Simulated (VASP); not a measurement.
Wanted: the native input for a VASP 6.6.1 run.

* Task: single point
* Functional: PBE
* Dispersion: D3(BJ)
* Potentials or basis: VASP PAW PBE potentials, release 64 (Mo_sv, S)
* Cutoff: 520 eV
* k mesh: 12 × 12 × 4
* Occupations: gaussian, width 0.05 eV
* Spin: no spin polarisation
* Dipole correction: no
* Further INCAR settings: ALGO = Normal; EDIFF = 1e-07; NBANDS = 35

The structure of MoS2 lies in POSCAR:

```
MoS2
1.0
    3.1493579417      0.0000000000      0.0000000000
   -1.5746789709      2.7274239831      0.0000000000
    0.0000000000      0.0000000000     12.0917670417
Mo S
2 4
Direct
    0.3333333333      0.6666666667      0.2500000000
    0.6666666667      0.3333333333      0.7500000000
    0.3200057392      0.6400114783      0.6155347464
    0.6533390725      0.3066781450      0.1155347464
    0.3466609275      0.6933218550      0.8844652536
    0.6799942608      0.3599885217      0.3844652536
```

This cell differs from its parent crystal: atoms displaced along several vibrational modes.

One way to write it, as run:

INCAR

```
PREC = Accurate
ENCUT = 520
EDIFF = 1E-7
ISMEAR = 0
SIGMA = 0.05
LREAL = False
LASPH = True
NELM = 100
ALGO = Normal
ISIF = 2
LWAVE = False
LCHARG = False
GGA = PE
IVDW = 12
NBANDS = 35
```

KPOINTS

```
Automatic mesh
0
Gamma
  12 12 4
```

Potentials or basis: VASP PAW PBE potentials, release 64 (Mo_sv, S).

The run is started by

```console
$ cat potpaw_PBE.64/Mo_sv/POTCAR potpaw_PBE.64/S/POTCAR > POTCAR
$ mpirun -np 1 vasp_std > vasp.out
```

It gave:

| Property | Result |
| --- | --- |
| Pressure | -5.3 GPa |
| Largest force | 1.236 eV/Å |
| Band gap on the k mesh | 0.72 eV (least direct gap 1.74 eV) |
| Dispersion energy per atom | -0.438 eV |

Caveat: the cell differs from its parent crystal (atoms displaced along several vibrational modes); the stress differs along the axes, from -9 to -3 GPa; semilocal functionals underestimate gaps, and a narrow one can read as zero; forces of over 1 eV/Å act on the atoms, so gaps and moduli don't describe the material at rest.

It took 18 min on 1 thread of Intel Xeon 8259CL (shared host), peak memory 0.53 GiB.
